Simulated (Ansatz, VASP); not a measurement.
SiC: VASP beside Ansatz

The input INCAR:

```
PREC = Accurate
ENCUT = 520
EDIFF = 1E-6
ISMEAR = 0
SIGMA = 0.05
LREAL = False
LASPH = True
NELM = 60
ALGO = Normal
ISIF = 2
LWAVE = False
LCHARG = False
GGA = PE
NBANDS = 11
```

The input KPOINTS:

```
Automatic mesh
0
Gamma
  12 12 12
```

File POSCAR:

```
SiC
1.0
    0.0000000000      2.2261145025      2.2261145025
    2.2261145025      0.0000000000      2.2261145025
    2.3243603559      2.3243603559     -0.0982458534
Si C
1 1
Direct
    0.0000000000      0.0000000000      0.0000000000
    0.7500000000      0.7500000000      0.7500000000
```

Input for Ansatz:

```yaml
crystal:
  lattice:
    - [0.0, 2.2261145025, 2.2261145025]
    - [2.2261145025, 0.0, 2.2261145025]
    - [2.3243603559, 2.3243603559, -0.0982458534]
  atoms:
    - { symbol: Si, position: [0.0, 0.0, 0.0] }
    - { symbol: C, position: [0.75, 0.75, 0.75] }
basis:
  ecutwfc: 520.0
kpoints:
  mp_grid: { grid: [12, 12, 12] }
hamiltonian:
  xc: pbe
scf:
  occupations: { method: gaussian, width: 0.05 }
output:
  forces: true
  stress: true
  eigenvalues: true
```

Alike in both runs: task single point; functional PBE; k mesh 12 × 12 × 12; occupations gaussian, width 0.05 eV; no spin polarisation.

|  | VASP | Ansatz |
| --- | --- | --- |
| version | VASP 6.6.1 | Ansatz 0.2.0 |
| potentials or method | VASP PAW PBE potentials, release 64 (Si, C), cutoff 520 eV | scalar-relativistic, plane waves, PAW |
| valence electrons in the cell | 8 | 8 |

```csv
,VASP,Ansatz,Ansatz less VASP
gap on the k mesh at the Fermi level (eV),1.30,1.30,+0.003
least direct gap on the mesh (eV),3.94,3.94,-0.003
pressure (GPa),-18.3,-18.3,0.00
"traceless stress, the component that is largest in VASP (GPa)",-7.88,-7.84,+0.040
rms of the force components (eV/Å),0.013,0.012,-0.0009
```

Atom by atom the forces differ by 0.001 eV/Å (rms over components).
